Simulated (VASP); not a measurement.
# Mg2ZnO3 (P-3m1) in VASP: single point with r2SCAN

Aim: the single point of Mg2ZnO3 with r2SCAN.

All numbers are computed with VASP 6.6.1; they aren't measurements. Logs are shortened: lines on timing, memory, paths and dates and some standing lists are left out, and cuts for length are marked.

## (1) The cell of the first run

It takes space group P-3m1 (No. 164, trigonal). The conventional cell has a = 3.030 Å, b = 3.030 Å, c = 7.395 Å, α = 90.00°, β = 90.00°, γ = 120.00°. Mg (site symmetry 3m) has 6 O at 2.12 to 2.14 Å within 2.8 Å. Zn (site symmetry -3m) has 6 O at 2.17 Å within 2.9 Å. O (site symmetry 3m) has 3 Mg at 2.12 Å and 3 Zn at 2.17 Å within 2.8 Å. Within 2.8 Å of O (site symmetry -3m) lie 6 Mg at 2.14 Å.

## (2) Single point, r2SCAN

Contents of POSCAR:

```
Mg2ZnO3
1.0
    3.0301642563     -0.0000000029      0.0000000000
   -1.5150821256      2.6241992250      0.0000000000
    0.0000000000      0.0000000000      7.3954575136
Mg Zn O
2 1 3
Direct
    0.3333333333      0.6666666667      0.6658139859
    0.6666666667      0.3333333333      0.3341860141
    0.0000000000      0.0000000000      0.0000000000
    0.3333333333      0.6666666667      0.1724730458
    0.6666666667      0.3333333333      0.8275269542
    0.0000000000      0.0000000000      0.5000000000
```

Contents of INCAR.step1:

```
SYSTEM = Mg2ZnO3
PREC = Accurate ; ENCUT = 520
ISMEAR = 0 ; SIGMA = 0.02
LREAL = .False. ; LASPH = .True.
NELM = 60 ; NBANDS = 26
GGA = PE ; ALGO = Normal
EDIFF = 1E-4 ; LWAVE = .True.
LCHARG = .False.
```

Contents of INCAR.step2:

```
SYSTEM = Mg2ZnO3
PREC = Accurate ; ENCUT = 520
EDIFF = 1E-6 ; ISMEAR = 0
SIGMA = 0.02 ; LREAL = .False.
LASPH = .True. ; NELM = 60
ALGO = Normal ; ISIF = 2
LWAVE = .False. ; LCHARG = .True.
METAGGA = R2SCAN ; LMIXTAU = .True.
LELF = .True. ; LVHAR = .True.
NBANDS = 26 ; ISTART = 1
```

Contents of KPOINTS:

```
Automatic mesh
0
Gamma
  12 12 4
  0 0 0
```

Potentials or basis: VASP PAW PBE potentials, release 64 (Mg, Zn, O).

Started as:

```bash
$ cat potpaw_PBE.64/Mg/POTCAR potpaw_PBE.64/Zn/POTCAR potpaw_PBE.64/O/POTCAR > POTCAR
$ cp INCAR.step1 INCAR
$ mpirun -np 1 vasp_std > vasp.out
$ cp INCAR.step2 INCAR
$ mpirun -np 1 vasp_std > vasp.out
```

OUTCAR:

```text
SYSTEM = Mg2ZnO3
   PREC = Accurate
   ENCUT = 520
   EDIFF = 1E-6
   ISMEAR = 0
   LREAL = .False.
   LASPH = .True.
   NELM = 60
   ISIF = 2
   METAGGA = R2SCAN
   ISTART = 1

 ion  position               nearest neighbor table
   1  0.333  0.667  0.666-   5 2.12   5 2.12   5 2.12   6 2.14   6 2.14   6 2.14   2 3.01   2 3.01
                             2 3.01   3 3.03   3 3.03   3 3.03
   2  0.667  0.333  0.334-   4 2.12   4 2.12   4 2.12   6 2.14   6 2.14   6 2.14   1 3.01   1 3.01
                             1 3.01   3 3.03   3 3.03   3 3.03
   3  0.000  0.000  0.000-   4 2.17   5 2.17   4 2.17   5 2.17   5 2.17   4 2.17   1 3.03   2 3.03
                             1 3.03   2 3.03   1 3.03   2 3.03
   4  0.333  0.667  0.172-   2 2.12   2 2.12   2 2.12   3 2.17   3 2.17   3 2.17
   5  0.667  0.333  0.828-   1 2.12   1 2.12   1 2.12   3 2.17   3 2.17   3 2.17
   6  0.000  0.000  0.500-   1 2.14   2 2.14   1 2.14   2 2.14   2 2.14   1 2.14

  LATTYP: Found a hexagonal cell.
 ALAT       =     3.0301642563
 C/A-ratio  =     2.4406127484

  Lattice vectors:

 A1 = (   3.0301642563,  -0.0000000029,   0.0000000000)
 A2 = (  -1.5150821256,   2.6241992250,   0.0000000000)
 A3 = (   0.0000000000,   0.0000000000,   7.3954575136)

Analysis of symmetry for initial positions (statically):
=====================================================================
 Subroutine PRICEL returns:
 Original cell was already a primitive cell.

 Routine SETGRP: Setting up the symmetry group for a
 hexagonal supercell.

 Subroutine GETGRP returns: Found 12 space group operations
 (whereof 12 operations were pure point group operations)
 out of a pool of 24 trial point group operations.

The static configuration has the point symmetry D_3d.

Analysis of symmetry for dynamics (positions and initial velocities):
=====================================================================
 Subroutine PRICEL returns:
 Original cell was already a primitive cell.

 Routine SETGRP: Setting up the symmetry group for a
 hexagonal supercell.

 Subroutine GETGRP returns: Found 12 space group operations
 (whereof 12 operations were pure point group operations)
 out of a pool of 24 trial point group operations.

The dynamic configuration has the point symmetry D_3d.

 Subroutine INISYM returns: Found 12 space group operations
 (whereof 12 operations are pure point group operations),
 and found     1 'primitive' translations

----------------------------------------------------------------------------------------

                                     Primitive cell

[... 104 lines left out ...]
   ISIF   =      2    stress and relaxation
   ISYM   =      2    0-nonsym 1-usesym 2-fastsym
   POTIM  = 0.5000    time-step for ionic-motion
   TEBEG  =    0.0;   TEEND  =   0.0 temperature during run
   PSTRESS=    0.0 pullay stress
   NELECT =      34.0000    total number of electrons
   NUPDOWN=      -1.0000    fix difference up-down
   EMIN   =  10.00;   EMAX   =-10.00  energy-range for DOS
   EFERMI =   0.00;   METHOD = LEGACY
   ISMEAR =     0;   SIGMA  =   0.02  broadening in eV -4-tet -1-fermi 0-gaus
   EFERMI_NEDOS =   21; number of points for ismear=-14 and -15
   IALGO  =     38    algorithm
   IMIX   =      4    mixing-type and parameters
     AMIX     =   0.40;   BMIX     =  1.00
     AMIX_MAG =   1.60;   BMIX_MAG =  1.00
  volume/ion in A,a.u.               =       9.80        66.14
  Fermi-wavevector in a.u.,A,eV,Ry     =   1.363824  2.577254 25.307068  1.860017
  Thomas-Fermi vector in A             =   2.490194
   LORBIT       =      0    0 simple, 1 ext, 2 COOP (PROOUT), +10 PAW based schemes
   METAGGA = R2SCAN    functional components
   LHFCALC =     F    Hartree Fock is set to
   AEXX    =    0.0000 exact exchange contribution
   IVDW    =     0    specifies the selected vdW correction
   LEPSILON=     F    determine dielectric tensor
   LRPA    =     F    only Hartree local field effects (RPA)
 non-spin polarized calculation
 Gauss-broadening in eV      SIGMA  =   0.02
  energy-cutoff  :      520.00
  volume of cell :       58.81
 maximum number of plane-waves:      1612
 NGX is ok and might be reduce to    24
   NGX = 11   NGY = 11   NGZ = 27

 number of electron      34.0000018 magnetization

 Free energy of the ion-electron system (eV)
  ---------------------------------------------------
  ext. energy  EPLUGINS =         0.00000000
  ---------------------------------------------------
  free energy    TOTEN  =       -50.22833237 eV

  energy without entropy =      -50.22833237  energy(sigma->0) =      -50.22833237

 E-fermi :   2.5730     XC(G=0): -11.9266

 val. band max:        2.4289015689   @ k =   0.0000   0.0000   0.5000
 cond. band min:       6.0293980291   @ k =   0.0000   0.0000   0.0000
 fundamental gap:      3.6004964602
 Fermi energy:         2.5730141403

 k-point     1 :       0.0000    0.0000    0.0000
  band No.  band energies     occupation
      1     -16.0928      2.00000
      2     -15.3181      2.00000
      3     -15.0854      2.00000
      4      -3.0698      2.00000
      5      -2.3519      2.00000
      6      -2.3518      2.00000
[... 685 lines left out ...]
     25      17.8352      0.00000
     26      18.1331      0.00000

 [... further k-points ...]

------------------------ aborting loop because EDIFF is reached ----------------------------------------

  FORCE on cell =-STRESS in cart. coord.  units (eV):
  Direction    XX          YY          ZZ          XY          YZ          ZX
  --------------------------------------------------------------------------------------
  -------------------------------------------------------------------------------------
  Total       -2.4172454     -2.4172454     -2.3455974     -0.0000000      0.0000000      0.0000000
  in kB      -65.8572055    -65.8572055    -63.9051751     -0.0000000      0.0000000      0.0000000
  external PRESSURE =     -65.2065287 kB  Pullay stress =       0.0000000 kB

 VOLUME and BASIS-vectors are now :
 -----------------------------------------------------------------------------
  energy-cutoff  :      520.00
  volume of cell :       58.81
      direct lattice vectors                 reciprocal lattice vectors
     3.030164256 -0.000000003  0.000000000     0.330015113  0.190534314  0.000000000
    -1.515082126  2.624199225  0.000000000     0.000000000  0.381068629  0.000000000
     0.000000000  0.000000000  7.395457514     0.000000000  0.000000000  0.135218139

 POSITION                                       TOTAL-FORCE (eV/Angst)
 -----------------------------------------------------------------------------------
      0.00000      1.74947      4.92400        -0.000000      0.000000     -0.019687
      1.51508      0.87473      2.47146         0.000000     -0.000000      0.019687
      0.00000      0.00000      0.00000         0.000000      0.000000     -0.000000
      0.00000      1.74947      1.27552         0.000000      0.000000     -0.028802
      1.51508      0.87473      6.11994         0.000000     -0.000000      0.028802
      0.00000      0.00000      3.69773         0.000000      0.000000     -0.000000
 -----------------------------------------------------------------------------------
    total drift:                               -0.000000      0.000000     -0.000000

  FREE ENERGIE OF THE ION-ELECTRON SYSTEM (eV)
  ---------------------------------------------------
  free  energy   TOTEN  =       -50.2283323729 eV

  energy  without entropy=      -50.2283323729  energy(sigma->0) =      -50.22833237
```

Run time: 6.2 min. Hardware: 1 thread of Intel Xeon 8259CL, shared host; peak memory 0.25 GiB.

What came out:

```
Free energy            : -50.2283 eV
Pressure               : -6.5 GPa
Largest force          : 0.029 eV/Å
Band gap on the k mesh : 3.60 eV (least direct gap 3.69 eV)
```

Forces in eV/Å, atoms in the order of the input:
```
Mg   0.000  0.000 -0.020
Mg   0.000  0.000  0.020
Zn   0.000  0.000  0.000
O    0.000  0.000 -0.029
O    0.000  0.000  0.029
O    0.000  0.000  0.000
```

Caveat: the cell stands under tension; the PAW data sets were made with another functional, which shifts forces and pressure a little.
